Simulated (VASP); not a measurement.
Runs of VASP 6.6.1 on WC. The structure is that of space group P-6m2 (No. 187), or close to it. The cells are those of the table. 

| cell | gap on the mesh (eV) | pressure (GPa) | largest force (eV/Å) |
| --- | --- | --- | --- |
| a = 2.901, b = 2.901, c = 2.829 Å, angles 88.8, 90.0, 120.0°, 2 atoms | none | (a) | 0.02 |
| a = 2.901, b = 2.901, c = 2.829 Å, angles 89.8, 90.0, 120.0°, 2 atoms | none | 0.6 | - |
| a = 2.901, b = 2.901, c = 2.829 Å, angles 89.3, 90.0, 120.0°, 2 atoms | none | 0.6 | 0.01 |
| a = 2.901, b = 2.901, c = 2.829 Å, angles 88.3, 90.0, 120.0°, 2 atoms | none | 1.1 | 0.04 |

Alike in all rows: task single point; level PBEsol; potentials or basis VASP PAW PBE potentials, release 64 (W_sv, C); no spin polarisation; k mesh 18 × 18 × 16; cutoff (eV) 520; smearing gaussian 0.15 eV.

Fill in the values left out.

(a) 0.8.

Caveats: the PAW data sets were made with another functional, which shifts forces and pressure a little; spin-orbit coupling is left out, which moves the levels of the heavy elements.

A k mesh can miss the band edges, and the runs leave out spin-orbit coupling on W.

A gap of «none» marks levels without a gap at the run's occupations.
